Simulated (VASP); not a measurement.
# LiSb7 (Fm-3m) in VASP: a series of runs, part 2 of 2

VASP 6.6.1. Earlier steps stand in the parts before.

### 3 Single point, PBE

The input, INCAR:

```
SYSTEM = LiSb7
  ALGO = Normal
  EDIFF = 1E-6
  ENCUT = 520
  GGA = PE
  ISIF = 2
  ISMEAR = 0
  LASPH = .TRUE.
  LCHARG = .TRUE.
  LELF = .TRUE.
  LREAL = .FALSE.
  LVHAR = .TRUE.
  LWAVE = .FALSE.
  NBANDS = 29
  NELM = 100
  PREC = Accurate
  SIGMA = 0.1
```

The input, KPOINTS:

```
k-points
0
G
  8 8 8
  0 0 0
```

The input, POSCAR:

```
LiSb7
1.0
    0.0000000000      4.7425597665      4.7425597665
    4.7425597665      0.0000000000      4.7425597665
    4.7425597665      4.7425597665      0.0000000000
Li Sb
1 7
Direct
    0.0000000000      0.0000000000      0.0000000000
    0.5000000000      0.0000000000      0.0000000000
    0.0000000000      0.5000000000      0.5000000000
    0.0000000000      0.5000000000      0.0000000000
    0.5000000000      0.0000000000      0.5000000000
    0.0000000000      0.0000000000      0.5000000000
    0.5000000000      0.5000000000      0.0000000000
    0.5000000000      0.5000000000      0.5000000000
```

Potentials or basis: VASP PAW PBE potentials, release 64 (Li_sv, Sb).

Command:

```bash
$ cat potpaw_PBE.64/Li_sv/POTCAR potpaw_PBE.64/Sb/POTCAR > POTCAR
$ mpirun -np 1 vasp_std > vasp.out
```

OUTCAR:

```text
SYSTEM = LiSb7
   EDIFF = 1E-6
   ENCUT = 520
   GGA = PE
   ISIF = 2
   ISMEAR = 0
   LASPH = .TRUE.
   LREAL = .FALSE.
   NELM = 100
   PREC = Accurate

 ion  position               nearest neighbor table
   1  0.000  0.000  0.000-
   2  0.500  0.000  0.000-   5 3.35   7 3.35   5 3.35   6 3.35   8 3.35   4 3.35   7 3.35   8 3.35
                             4 3.35   6 3.35
   3  0.000  0.500  0.500-   4 3.35   6 3.35   8 3.35   4 3.35   7 3.35   5 3.35   6 3.35   5 3.35
                             7 3.35   8 3.35
   4  0.000  0.500  0.000-   3 3.35   7 3.35   3 3.35   6 3.35   8 3.35   2 3.35   6 3.35   2 3.35
                             7 3.35   8 3.35
   5  0.500  0.000  0.500-   2 3.35   6 3.35   8 3.35   2 3.35   7 3.35   3 3.35   7 3.35   8 3.35
                             3 3.35   6 3.35
   6  0.000  0.000  0.500-   3 3.35   5 3.35   2 3.35   4 3.35   3 3.35   4 3.35   8 3.35   2 3.35
                             5 3.35   8 3.35
   7  0.500  0.500  0.000-   2 3.35   4 3.35   8 3.35   3 3.35   5 3.35   8 3.35   2 3.35   5 3.35
                             3 3.35   4 3.35
   8  0.500  0.500  0.500-   3 3.35   5 3.35   7 3.35   2 3.35   4 3.35   7 3.35   2 3.35   5 3.35
                             6 3.35   3 3.35   4 3.35   6 3.35

  LATTYP: Found a face centered cubic cell.
 ALAT       =     9.4851195330

[... 197 lines left out ...]
 fundamental gap:      0.0261737392
 Fermi energy:         7.5538283657

 k-point     1 :       0.0000    0.0000    0.0000
  band No.  band energies     occupation
      1     -39.8914      2.00000
      2      -5.0239      2.00000
      3      -1.5331      2.00000
      4      -1.5331      2.00000
      5      -1.5331      2.00000
      6      -0.7623      2.00000
[... 757 lines left out ...]
     28      10.7039      0.00000
     29      11.2543      0.00000

 [... further k-points ...]
[... 5 lines left out ...]
  --------------------------------------------------------------------------------------
  -------------------------------------------------------------------------------------
  Total       -0.1357457     -0.1357457     -0.1357457     -0.0000000      0.0000000     -0.0000000
  in kB       -1.0194556     -1.0194556     -1.0194556     -0.0000000      0.0000000     -0.0000000
  external PRESSURE =      -1.0194556 kB  Pullay stress =       0.0000000 kB

 VOLUME and BASIS-vectors are now :
 -----------------------------------------------------------------------------
  energy-cutoff  :      520.00
  volume of cell :      213.34
      direct lattice vectors                 reciprocal lattice vectors
     0.000000000  4.742559767  4.742559767    -0.105428297  0.105428297  0.105428297
     4.742559767  0.000000000  4.742559767     0.105428297 -0.105428297  0.105428297
     4.742559767  4.742559767  0.000000000     0.105428297  0.105428297 -0.105428297

 POSITION                                       TOTAL-FORCE (eV/Angst)
 -----------------------------------------------------------------------------------
      0.00000      0.00000      0.00000        -0.000000      0.000000      0.000000
      0.00000      2.37128      2.37128        -0.000000      0.000000      0.000000
      4.74256      2.37128      2.37128         0.000000      0.000000      0.000000
      2.37128      0.00000      2.37128         0.000000     -0.000000     -0.000000
      2.37128      4.74256      2.37128        -0.000000     -0.000000     -0.000000
      2.37128      2.37128      0.00000        -0.000000      0.000000      0.000000
      2.37128      2.37128      4.74256        -0.000000      0.000000      0.000000
      4.74256      4.74256      4.74256         0.000000      0.000000      0.000000
 -----------------------------------------------------------------------------------
    total drift:                                0.000000      0.000000      0.000000

  FREE ENERGIE OF THE ION-ELECTRON SYSTEM (eV)
  ---------------------------------------------------
  free  energy   TOTEN  =       -29.7501796151 eV

  energy  without entropy=      -29.7270355929  energy(sigma->0) =      -29.73860760
```

OSZICAR:

```text
N       E                     dE             d eps       ncg     rms          rms(c)
DAV:   1     0.180246100047E+03    0.18025E+03   -0.12376E+04  1682   0.108E+03
DAV:   2    -0.144258866560E+02   -0.19467E+03   -0.18878E+03  2046   0.191E+02
DAV:   3    -0.290224348749E+02   -0.14597E+02   -0.14203E+02  2156   0.519E+01
DAV:   4    -0.297885147747E+02   -0.76608E+00   -0.76129E+00  2761   0.971E+00
DAV:   5    -0.298035181690E+02   -0.15003E-01   -0.14994E-01  2156   0.148E+00    0.462E+00
DAV:   6    -0.297627280819E+02    0.40790E-01   -0.53872E-02  2248   0.906E-01    0.266E+00
DAV:   7    -0.297503399963E+02    0.12388E-01   -0.49087E-02  1942   0.857E-01    0.183E-01
DAV:   8    -0.297502096464E+02    0.13035E-03   -0.30254E-03  2113   0.255E-01    0.104E-01
DAV:   9    -0.297501786856E+02    0.30961E-04   -0.45642E-04  2327   0.919E-02    0.263E-02
DAV:  10    -0.297501821806E+02   -0.34950E-05   -0.45787E-05  2249   0.274E-02    0.116E-02
DAV:  11    -0.297501797197E+02    0.24609E-05   -0.54980E-06  2024   0.107E-02    0.209E-03
DAV:  12    -0.297501796151E+02    0.10461E-06   -0.37218E-07  1171   0.309E-03
   1 F= -.29750180E+02 E0= -.29738608E+02  d E =-.231440E-01
```

stdout:

```text
POSCAR found type information on POSCAR LiSb
 POSCAR found :  2 types and       8 ions
 scaLAPACK will be used
 LDA part: xc-table for (Slater+PW92), standard interpolation
 POSCAR, INCAR and KPOINTS ok, starting setup
 FFT: planning ... GRIDC
 FFT: planning ... GRID_SOFT
 FFT: planning ... GRID
 WAVECAR not read
 entering main loop
```

Wall time 92 s (1 thread of Intel Xeon 6975P-C (Granite Rapids), shared host); peak memory 0.42 GiB.

What came out:

| Quantity | Value |
| --- | --- |
| Free energy | -29.7502 eV |
| Band gap on the k mesh | zero (band 19 reaches 8.45 eV, above the bottom of band 20 at 6.35 eV) |

Caveat: the cutoff is under 1.25 times the usual one of these potentials, so pressure, stress and relaxed cells hold a basis-set (Pulay) error; spin-orbit coupling is left out, which moves the levels of the heavy elements.

### 4 Relaxation of cell and atoms, PBE

The input, INCAR:

```
PREC     = Accurate       # precision mode
ENCUT    = 600            # plane-wave cutoff, eV
EDIFF    = 1E-6           # SCF threshold, eV
ISMEAR   = 0              # smearing method
SIGMA    = 0.1            # smearing width, eV
LREAL    = F              # projectors in reciprocal space
LASPH    = T              # aspherical terms in the spheres
NELM     = 100            # most SCF steps
ALGO     = Normal         # electronic algorithm
ISIF     = 3              # what is computed and relaxed
LWAVE    = F              # write WAVECAR
LCHARG   = F              # write CHGCAR
GGA      = PE             # functional
IBRION   = 2              # ionic algorithm
NSW      = 100            # ionic steps
EDIFFG   = -0.01          # ionic threshold
```

The input, KPOINTS:

```
regular mesh
0
Gamma
  8 8 8
```

POSCAR, as its differences from that of step 3:

```diff
@@ -2,5 +2,5 @@
 1.0
-    0.0000000000      4.7425597665      4.7425597665
-    4.7425597665      0.0000000000      4.7425597665
-    4.7425597665      4.7425597665      0.0000000000
+    0.0000000000      4.7454449100      4.7454449100
+    4.7454449100      0.0000000000      4.7454449100
+    4.7454449100      4.7454449100      0.0000000000
 Li Sb
```

Command:

```bash
$ cat potpaw_PBE.64/Li_sv/POTCAR potpaw_PBE.64/Sb/POTCAR > POTCAR
$ mpirun -np 1 vasp_std > vasp.out
```

It took 3.3 min on 1 thread of Intel Xeon 6975P-C (Granite Rapids), shared host; peak memory 0.49 GiB.

It converged, with:

```yaml
Free_energy: -29.7500 eV
Relaxed_volume: 26.61 Å³/atom
Relaxed_cell: a = 6.702 Å, b = 6.702 Å, c = 6.702 Å, α = 60.00°, β = 60.00°, γ = 60.00°
Space_group_after_relaxing_to_0.05_Å: Fm-3m (No. 225)
Energy_gained_by_relaxing: 0.1 meV/atom
Ionic_steps: 3
Pressure_after_relaxing: 0.0 GPa
Band_gap_on_the_k_mesh: zero (band 19 reaches 8.48 eV, above the bottom of band 20 at 6.37 eV)
```

Step by step:
| step | energy change (eV) | largest force (eV/Å) | pressure (GPa) | volume (Å³) |
| --- | --- | --- | --- | --- |
| 1 | 0.0000 | 0.0000 | -0.21 | 213.73 |
| 2 | -0.0005 | 0.0000 | 0.06 | 212.67 |
| 3 | -0.0005 | 0.0000 | 0.01 | 212.90 |

Final structure:
```
Li Sb
1.0
     0.00000    4.73933    4.73933
     4.73933    0.00000    4.73933
     4.73933    4.73933    0.00000
Li Sb
1 7
Cartesian
  0.0000 0.0000 0.0000
  0.0000 2.3697 2.3697
  4.7393 2.3697 2.3697
  2.3697 0.0000 2.3697
  2.3697 4.7393 2.3697
  2.3697 2.3697 0.0000
  2.3697 2.3697 4.7393
  4.7393 4.7393 4.7393
```

Levels at points of the mesh, in eV from the Fermi level:
```
           k point  band 17  band 18  band 19  band 20  band 21  band 22
(0.00, 0.00, 0.00)     0.57     0.57     0.74     1.23     1.23     1.23
(0.50, 0.00, 0.00)    -0.71    -0.59    -0.59    -0.44    -0.44     1.68
(0.50, 0.50, 0.00)    -1.25    -1.22    -1.22    -1.20    -1.20    -0.06
```

Caveat: the cutoff is under 1.25 times the usual one of these potentials, so pressure, stress and relaxed cells hold a basis-set (Pulay) error; spin-orbit coupling is left out, which moves the levels of the heavy elements.
